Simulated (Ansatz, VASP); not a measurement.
Two plane-wave programs on Li2Se

File POSCAR:

```
Li2Se
1.0
    3.0561449678      3.0561449678      0.0000000000
   -3.0561449678      3.0561449678      0.0000000000
    0.0000000000      3.0561449678      3.0561449678
Li Se
2 1
Direct
    0.2500000000      0.7500000000      0.5000000000
    0.7500000000      0.2500000000      0.5000000000
    0.0000000000      0.0000000000      0.0000000000
```

File INCAR.step1:

```
SYSTEM = Li2Se
PREC = Accurate
ENCUT = 830
ISMEAR = 0
SIGMA = 0.01
LREAL = .FALSE.
LASPH = .TRUE.
NELM = 120
NBANDS = 13
GGA = PE
ALGO = Normal
EDIFF = 1E-5
LWAVE = .TRUE.
LCHARG = .FALSE.
GGA_COMPAT = .FALSE.
```

The input INCAR.step2:

```
SYSTEM = Li2Se
PREC = Accurate
ENCUT = 830
EDIFF = 1E-6
ISMEAR = 0
SIGMA = 0.01
LREAL = .FALSE.
LASPH = .TRUE.
NELM = 120
ALGO = Normal
ISIF = 2
LWAVE = .FALSE.
LCHARG = .FALSE.
METAGGA = R2SCAN
LMIXTAU = .TRUE.
NBANDS = 13
ISTART = 1
GGA_COMPAT = .FALSE.
```

The input KPOINTS:

```
regular mesh
0
G
  8 8 8
  0 0 0
```

Input for Ansatz:

```yaml
crystal:
  lattice:
    - [3.05614496784, 3.05614496784, 0.0]
    - [-3.05614496784, 3.05614496784, 0.0]
    - [0.0, 3.05614496784, 3.05614496784]
  atoms:
    - { symbol: Li, position: [0.25, 0.75, 0.5] }
    - { symbol: Li, position: [0.75, 0.25, 0.5] }
    - { symbol: Se, position: [0.0, 0.0, 0.0] }
kpoints:
  mp_grid: { grid: [8, 8, 8] }
scf:
  occupations: { method: fixed }
  convergence: { dr2_threshold: 1.0e-10 }
hamiltonian:
  xc: r2scan
  pseudopotentials: { kind: paw }
output:
  forces: true
  stress: true
  eigenstates:
    kpoints:
      - [0.0, 0.0, 0.0]
      - [-0.5, 0.5, 0.0]
      - [-0.5, -0.5, -0.5]
      - [0.0, 0.0, -0.5]
      - [0.0, -0.5, -0.5]
      - [0.0, 0.5, 0.0]
      - [-0.5, 0.0, 0.0]
      - [-0.5, 0.0, -0.5]
  eigenvalues: true
```

Alike in both runs: task single point; functional r2SCAN; k mesh 8 × 8 × 8; no spin polarisation.

|  | VASP | Ansatz |
| --- | --- | --- |
| version | VASP 6.6.1 | Ansatz 0.2.0 |
| potentials or method | VASP PAW PBE potentials, release 64 (Li_sv, Se) | PAW with Ansatz's default frozen-core files, scalar-relativistic |
| plane-wave cutoff (eV) | 830 | 500 |
| occupations | gaussian, width 0.01 eV | fixed |
| valence electrons in the cell | 12 | 22 |

|  | VASP | Ansatz | Ansatz less VASP |
| --- | --- | --- | --- |
| gap on the k mesh at the Fermi level (eV) | 3.49 | 3.52 | +0.022 |
| pressure (GPa) | -2.2 | -2.0 | +0.19 |

VASP's potentials were made for PBE, not for r2SCAN. VASP's potentials hold 12 valence electrons a cell and Ansatz's 22, so a difference there can come from the potentials and not from the codes.
